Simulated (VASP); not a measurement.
# GaAs (I-4m2) in VASP: further runs

GaAs is run at these levels: r2SCAN, HSE06; tasks: single point.

Program: VASP 6.6.1. These are calculated values, not measurements. Logs are shortened: lines on timing, memory, paths and dates and some standing lists are left out, and cuts for length are marked.

## 1. The cell of the first run

The structure is tetragonal, space group I-4m2 (No. 119). Conventional cell: a = 4.127 Å, b = 4.127 Å, c = 5.519 Å, α = 90.00°, β = 90.00°, γ = 90.00°. Ga (site symmetry -4m2) has 4 As at 2.48 Å within 3.3 Å. As (site symmetry -4m2) has 4 Ga at 2.48 Å within 3.3 Å.

## 2. Single point, r2SCAN (epitaxial xy strain +3.0%)

Input file POSCAR:

```
GaAs
1.0
    0.0000000000      2.9180776483      2.7593695201
    2.9180776483      0.0000000000      2.7593695201
    2.9180776483      2.9180776483      0.0000000000
Ga As
1 1
Direct
    0.0000000000      0.0000000000      0.0000000000
    0.2500000000      0.2500000000      0.2500000000
```

Input file INCAR.step1:

```
SYSTEM = GaAs
  PREC = Accurate
  ENCUT = 560
  ISMEAR = -1
  SIGMA = 0.02
  LREAL = .FALSE.
  LASPH = .TRUE.
  NELM = 120
  NBANDS = 21
  GGA = PE
  ALGO = Normal
  EDIFF = 1E-5
  LWAVE = .TRUE.
  LCHARG = .FALSE.
  GGA_COMPAT = .FALSE.
```

Input file INCAR.step2:

```
SYSTEM = GaAs
  PREC = Accurate
  ENCUT = 560
  EDIFF = 1E-6
  ISMEAR = -1
  SIGMA = 0.02
  LREAL = .FALSE.
  LASPH = .TRUE.
  NELM = 120
  ALGO = Normal
  ISIF = 2
  LWAVE = .FALSE.
  LCHARG = .TRUE.
  METAGGA = R2SCAN
  LMIXTAU = .TRUE.
  LELF = .TRUE.
  LVHAR = .TRUE.
  NBANDS = 21
  ISTART = 1
  GGA_COMPAT = .FALSE.
```

Input file KPOINTS:

```
Automatic mesh
0
G
  8 8 8
  0 0 0
```

Potentials or basis: VASP PAW PBE potentials, release 64 (Ga_d, As_d).

On the command line:

```console
cat potpaw_PBE.64/Ga_d/POTCAR potpaw_PBE.64/As_d/POTCAR > POTCAR
cp INCAR.step1 INCAR
mpirun -np 1 vasp_std > vasp.out
cp INCAR.step2 INCAR
mpirun -np 1 vasp_std > vasp.out
```

OUTCAR:

```text
SYSTEM = GaAs
   PREC = Accurate
   ENCUT = 560
   EDIFF = 1E-6
   ISMEAR = -1
   LREAL = .FALSE.
   LASPH = .TRUE.
   NELM = 120
   ISIF = 2
   METAGGA = R2SCAN
   ISTART = 1

 ion  position               nearest neighbor table
   1  0.000  0.000  0.000-   2 2.48   2 2.48   2 2.48   2 2.48
   2  0.250  0.250  0.250-   1 2.48   1 2.48   1 2.48   1 2.48

  LATTYP: Found a body centered tetragonal cell.
 ALAT       =     4.1267849863
 C/A-ratio  =     1.3372974503

  Lattice vectors:

 A1 = (   0.0000000000,  -2.9180776483,  -2.7593695201)
 A2 = (   0.0000000000,   2.9180776483,  -2.7593695201)
 A3 = (   2.9180776483,   0.0000000000,   2.7593695201)

Analysis of symmetry for initial positions (statically):
=====================================================================
 Subroutine PRICEL returns:
 Original cell was already a primitive cell.

 Routine SETGRP: Setting up the symmetry group for a
 body centered tetragonal supercell.

 Subroutine GETGRP returns: Found  8 space group operations
 (whereof  8 operations were pure point group operations)
 out of a pool of 16 trial point group operations.

The static configuration has the point symmetry D_2d.

Analysis of symmetry for dynamics (positions and initial velocities):
=====================================================================
 Subroutine PRICEL returns:
 Original cell was already a primitive cell.

 Routine SETGRP: Setting up the symmetry group for a
 body centered tetragonal supercell.

 Subroutine GETGRP returns: Found  8 space group operations
 (whereof  8 operations were pure point group operations)
 out of a pool of 16 trial point group operations.

The dynamic configuration has the point symmetry D_2d.

 Subroutine INISYM returns: Found  8 space group operations
 (whereof  8 operations are pure point group operations),
 and found     1 'primitive' translations

----------------------------------------------------------------------------------------

                                     Primitive cell

  volume of cell :      46.9930

  direct lattice vectors                    reciprocal lattice vectors
     0.000000000  2.918077648  2.759369520    -0.171345680  0.171345680  0.181200813
     2.918077648  0.000000000  2.759369520     0.171345680 -0.171345680  0.181200813
[... 73 lines left out ...]
   NGX,Y,Z   is equivalent  to a cutoff of  13.25, 13.25, 12.89 a.u.
   NGXF,Y,Z  is equivalent  to a cutoff of  26.49, 26.49, 25.78 a.u.
 SYSTEM =  GaAs
   PREC   = accura    normal or accurate (medium, high low for compatibility)
   ISTART =      1    job   : 0-new  1-cont  2-samecut
   ICHARG =      0    charge: 1-file 2-atom 10-const
   ISPIN  =      1    spin polarized calculation?
   LNONCOLLINEAR =      F non collinear calculations
   LSORBIT =      F    spin-orbit coupling
   LASPH  =      T    aspherical Exc in radial PAW
   ENCUT  =  560.0 eV  41.16 Ry    6.42 a.u.   7.75  7.75  7.96*2*pi/ulx,y,z
   NELM   =    120;   NELMIN=  2; NELMDL=  0     # of ELM steps
   EDIFF  = 0.1E-05   stopping-criterion for ELM
   LREAL  =      F    real-space projection
   EDIFFG = 0.1E-04   stopping-criterion for IOM
   NSW    =      0    number of steps for IOM
   IBRION =     -1    ionic relax: 0-MD 1-quasi-New 2-CG
   NFREE  =      0    steps in history (QN), initial steepest desc. (CG)
   ISIF   =      2    stress and relaxation
   ISYM   =      2    0-nonsym 1-usesym 2-fastsym
   POTIM  = 0.5000    time-step for ionic-motion
   TEBEG  =    0.0;   TEEND  =   0.0 temperature during run
   PSTRESS=    0.0 pullay stress
   NELECT =      28.0000    total number of electrons
   NUPDOWN=      -1.0000    fix difference up-down
   EMIN   =  10.00;   EMAX   =-10.00  energy-range for DOS
   EFERMI =   0.00;   METHOD = LEGACY
   ISMEAR =    -1;   SIGMA  =   0.02  broadening in eV -4-tet -1-fermi 0-gaus
   EFERMI_NEDOS =   21; number of points for ismear=-14 and -15
   IALGO  =     38    algorithm
   IMIX   =      4    mixing-type and parameters
     AMIX     =   0.40;   BMIX     =  1.00
     AMIX_MAG =   1.60;   BMIX_MAG =  1.00
  volume/ion in A,a.u.               =      23.50       158.56
  Fermi-wavevector in a.u.,A,eV,Ry     =   1.377578  2.603246 25.820079  1.897722
  Thomas-Fermi vector in A             =   2.502719
   LORBIT       =      0    0 simple, 1 ext, 2 COOP (PROOUT), +10 PAW based schemes
   METAGGA = R2SCAN    functional components
   LHFCALC =     F    Hartree Fock is set to
   AEXX    =    0.0000 exact exchange contribution
   IVDW    =     0    specifies the selected vdW correction
   LEPSILON=     F    determine dielectric tensor
   LRPA    =     F    only Hartree local field effects (RPA)
 non-spin polarized calculation
  energy-cutoff  :      560.00
  volume of cell :       46.99
 maximum number of plane-waves:      1432
   NGX = 15   NGY = 15   NGZ = 15

 number of electron      28.0000003 magnetization

 Free energy of the ion-electron system (eV)
  ---------------------------------------------------
  ext. energy  EPLUGINS =         0.00000000
  ---------------------------------------------------
  free energy    TOTEN  =       -27.05384983 eV

  energy without entropy =      -27.05384980  energy(sigma->0) =      -27.05384981

 E-fermi :   2.9738     XC(G=0): -10.5904

 val. band max:        2.7485539845   @ k =   0.0000   0.0000   0.0000
 cond. band min:       3.1990272376   @ k =   0.0000   0.0000   0.0000
 fundamental gap:      0.4504732532
 Fermi energy:         2.9738099627

 k-point     1 :       0.0000    0.0000    0.0000
  band No.  band energies     occupation
      1     -33.2854      2.00000
      2     -33.2800      2.00000
      3     -33.2800      2.00000
      4     -33.2732      2.00000
      5     -33.2670      2.00000
      6     -12.6307      2.00000
[... 565 lines left out ...]
     20      13.1773      0.00000
     21      14.1512      0.00000

 [... further k-points ...]
[... 5 lines left out ...]
  --------------------------------------------------------------------------------------
  -------------------------------------------------------------------------------------
  Total       -0.9576051     -0.9576051      0.0155485      0.0000000      0.0000000      0.0000000
  in kB      -32.6485174    -32.6485174      0.5301089      0.0000000      0.0000000      0.0000000
  external PRESSURE =     -21.5889753 kB  Pullay stress =       0.0000000 kB

 VOLUME and BASIS-vectors are now :
 -----------------------------------------------------------------------------
  energy-cutoff  :      560.00
  volume of cell :       46.99
      direct lattice vectors                 reciprocal lattice vectors
     0.000000000  2.918077648  2.759369520    -0.171345680  0.171345680  0.181200813
     2.918077648  0.000000000  2.759369520     0.171345680 -0.171345680  0.181200813
     2.918077648  2.918077648  0.000000000     0.171345680  0.171345680 -0.181200813

 POSITION                                       TOTAL-FORCE (eV/Angst)
 -----------------------------------------------------------------------------------
      0.00000      0.00000      0.00000         0.000000      0.000000      0.000000
      1.45904      1.45904      1.37968        -0.000000     -0.000000     -0.000000
 -----------------------------------------------------------------------------------
    total drift:                                0.000001      0.000001     -0.000002

  FREE ENERGIE OF THE ION-ELECTRON SYSTEM (eV)
  ---------------------------------------------------
  free  energy   TOTEN  =       -27.0538498260 eV

  energy  without entropy=      -27.0538498014  energy(sigma->0) =      -27.05384981
```

Wall time 1.9 min (1 thread of Intel Xeon Platinum 8488C (Sapphire Rapids), shared host); peak memory 0.22 GiB.

What came out:

* Free energy: -27.0538 eV
* Pressure: -2.2 GPa
* Band gap on the k mesh: 0.45 eV

Stress tensor (GPa, compression positive):
```
-3.26  0.00  0.00
 0.00 -3.26  0.00
 0.00  0.00  0.05
```

Levels at points of the mesh, in eV from the valence-band top:
```tsv
k point	band 12	band 13	band 14	band 15	band 16	band 17
(0.00, 0.00, 0.00)	-0.30	-0.30	0.00	0.45	3.74	3.91
(0.50, 0.00, 0.00)	-6.79	-1.53	-1.10	0.99	4.60	5.02
(0.50, 0.50, 0.00)	-6.77	-3.07	-3.07	1.41	1.41	10.35
(0.50, 0.00, 0.50)	-7.10	-2.71	-2.68	1.75	1.95	10.02
```

Caveat: the cell differs from its parent crystal (epitaxial xy strain +3.0%); semilocal functionals underestimate gaps, and a narrow one can read as zero; the PAW data sets were made with another functional, which shifts forces and pressure a little.

## 3. Single point, HSE06 (epitaxial xy strain +4.0%)

Input file POSCAR:

```
GaAs
1.0
    0.0000000000      2.9464084993      2.7338352897
    2.9464084993      0.0000000000      2.7338352897
    2.9464084993      2.9464084993      0.0000000000
Ga As
1 1
Direct
    0.0000000000      0.0000000000      0.0000000000
    0.2500000000      0.2500000000      0.2500000000
```

Input file INCAR.step1:

```
SYSTEM = GaAs
ALGO     = Normal         ! electronic algorithm
EDIFF    = 1E-5           ! SCF threshold, eV
ENCUT    = 520            ! plane-wave cutoff, eV
GGA      = PE             ! functional
ISIF     = 2              ! what is computed and relaxed
ISMEAR   = -1             ! smearing method
KPAR     = 4            
LASPH    = .TRUE.         ! aspherical terms in the spheres
LREAL    = .FALSE.        ! projectors in reciprocal space
LWAVE    = .TRUE.         ! write WAVECAR
NBANDS   = 16             ! bands
NELM     = 80             ! most SCF steps
PREC     = Accurate       ! precision mode
SIGMA    = 0.02           ! smearing width, eV
```

Input file INCAR.step2:

```
SYSTEM = GaAs
ALGO     = Normal         ! electronic algorithm
EDIFF    = 1E-6           ! SCF threshold, eV
ENCUT    = 520            ! plane-wave cutoff, eV
GGA      = PE             ! functional
HFSCREEN = 0.2079         ! screening, 1/A
ISIF     = 2              ! what is computed and relaxed
ISMEAR   = -1             ! smearing method
ISTART   = 1            
KPAR     = 4            
LASPH    = .TRUE.         ! aspherical terms in the spheres
LCHARG   = .TRUE.         ! write CHGCAR
LHFCALC  = .TRUE.         ! exact exchange
LREAL    = .FALSE.        ! projectors in reciprocal space
LVHAR    = .TRUE.       
LWAVE    = .FALSE.        ! write WAVECAR
NBANDS   = 16             ! bands
NELM     = 80             ! most SCF steps
PREC     = Accurate       ! precision mode
PRECFOCK = Normal       
SIGMA    = 0.02           ! smearing width, eV
```

Input file KPOINTS:

```
k-points
0
G
  6 6 6
  0 0 0
```

Potentials or basis: VASP PAW PBE potentials, release 64 (Ga_d, As).

On the command line:

```console
cat potpaw_PBE.64/Ga_d/POTCAR potpaw_PBE.64/As/POTCAR > POTCAR
cp INCAR.step1 INCAR
mpirun -np 4 vasp_std > vasp.out
cp INCAR.step2 INCAR
mpirun -np 4 vasp_std > vasp.out
```

Run time: 22 min. Hardware: 4 MPI ranks of Intel Xeon Platinum 8259CL at 2.50GHz (Skylake/Cascade Lake), shared host; peak memory 0.3 GiB.

It converged, with:

| Item | Value |
| --- | --- |
| Free energy | -9.8005 eV |
| Pressure | -2.5 GPa |
| Band gap on the k mesh | 0.69 eV |

Stress tensor (GPa, compression positive):
```
-3.97  0.00  0.00
 0.00 -3.97  0.00
 0.00  0.00  0.45
```

Levels at points of the mesh, in eV from the valence-band top:
```csv
k point,band 7,band 8,band 9,band 10,band 11,band 12
"(0.00, 0.00, 0.00)",-0.39,-0.39,0.00,0.70,4.16,4.36
"(0.50, 0.00, 0.00)",-7.17,-1.70,-1.12,1.26,4.91,5.54
"(0.50, 0.50, 0.00)",-7.08,-3.30,-3.30,1.62,1.63,10.83
"(0.50, 0.00, 0.50)",-7.54,-2.82,-2.76,2.05,2.33,10.34
```

Caveat: the cell differs from its parent crystal (epitaxial xy strain +4.0%); the PAW data sets were made with another functional, which shifts forces and pressure a little.

## 4. Single point, HSE06 (epitaxial xy strain +3.0%)

Input file POSCAR:

```
GaAs
1.0
    0.0000000000      2.9180776483      2.7593695201
    2.9180776483      0.0000000000      2.7593695201
    2.9180776483      2.9180776483      0.0000000000
Ga As
1 1
Direct
    0.0000000000      0.0000000000      0.0000000000
    0.2500000000      0.2500000000      0.2500000000
```

Input file INCAR.step1:

```
SYSTEM = GaAs
PREC = Accurate
ENCUT = 520
EDIFF = 1E-5
ISMEAR = -1
SIGMA = 0.02
LREAL = .FALSE.
LASPH = .TRUE.
NELM = 80
ALGO = Normal
ISIF = 2
LWAVE = .TRUE.
LCHARG = .FALSE.
NBANDS = 16
GGA = PE
KPAR = 4
```

Input file INCAR.step2:

```
SYSTEM = GaAs
PREC = Accurate
ENCUT = 520
EDIFF = 1E-6
ISMEAR = -1
SIGMA = 0.02
LREAL = .FALSE.
LASPH = .TRUE.
NELM = 80
ALGO = Normal
ISIF = 2
LWAVE = .FALSE.
LCHARG = .FALSE.
GGA = PE
LHFCALC = .TRUE.
HFSCREEN = 0.2079
PRECFOCK = Normal
NBANDS = 16
ISTART = 1
KPAR = 4
```

Input file KPOINTS:

```
regular mesh
0
G
  6 6 6
  0 0 0
```

On the command line:

```console
cat potpaw_PBE.64/Ga_d/POTCAR potpaw_PBE.64/As/POTCAR > POTCAR
cp INCAR.step1 INCAR
mpirun -np 4 vasp_std > vasp.out
cp INCAR.step2 INCAR
mpirun -np 4 vasp_std > vasp.out
```

Wall time 58 min (4 MPI ranks of Oxide Virtual Turin-like, shared host); peak memory 0.27 GiB.

It converged, with:

| Item | Value |
| --- | --- |
| Free energy | -9.8216 eV |
| Pressure | -1.8 GPa |
| Band gap on the k mesh | 0.86 eV |

Stress tensor (GPa, compression positive):
```
-2.98  0.00  0.00
 0.00 -2.98  0.00
 0.00  0.00  0.45
```

Levels at points of the mesh, in eV from the valence-band top:
```tsv
k point	band 5	band 6	band 7	band 8	band 9	band 10	band 11	band 12	band 13	band 14
(0.00, 0.00, 0.00)	-17.45	-13.86	-0.30	-0.30	0.00	0.86	4.24	4.39	4.39	8.23
(0.50, 0.00, 0.00)	-17.45	-12.07	-7.17	-1.59	-1.14	1.38	5.04	5.50	8.43	10.96
(0.50, 0.50, 0.00)	-17.44	-11.17	-7.15	-3.20	-3.20	1.73	1.79	10.97	10.97	11.89
(0.50, 0.00, 0.50)	-17.45	-11.37	-7.50	-2.84	-2.79	2.06	2.33	10.64	10.97	11.43
```

Caveat: the cell differs from its parent crystal (epitaxial xy strain +3.0%); the PAW data sets were made with another functional, which shifts forces and pressure a little.

## 5. The runs side by side

| level | potentials or basis | cell | k mesh | cutoff (eV) | grid for exact exchange (PRECFOCK) | share of exact exchange | screening parameter | gap on the mesh (eV) | pressure (GPa) |
| --- | --- | --- | --- | --- | --- | --- | --- | --- | --- |
| r2SCAN | VASP PAW PBE potentials, release 64 (Ga_d, As_d) | a = 4.016, b = 4.016, c = 4.127 Å, angles 59.1, 59.1, 61.8°, 2 atoms | 8 × 8 × 8 | 560 | - | - | - | 0.45 | -2.2 |
| HSE06 | VASP PAW PBE potentials, release 64 (Ga_d, As) | a = 4.019, b = 4.019, c = 4.167 Å, angles 58.8, 58.8, 62.4°, 2 atoms | 6 × 6 × 6 | 520 | Normal | 0.25 | 0.2079 1/Å | 0.69 | -2.5 |
| HSE06 | VASP PAW PBE potentials, release 64 (Ga_d, As) | a = 4.016, b = 4.016, c = 4.127 Å, angles 59.1, 59.1, 61.8°, 2 atoms | 6 × 6 × 6 | 520 | Normal | 0.25 | 0.2079 1/Å | 0.86 | -1.8 |

Alike in all rows: task single point; no spin polarisation; smearing fermi-dirac 0.02 eV.

Caveats: the PAW data sets were made with another functional, which shifts forces and pressure a little; semilocal functionals underestimate gaps, and a narrow one can read as zero (at least some runs).

Total energies depend on the potentials used, so only differences within one code and one set of settings carry meaning.
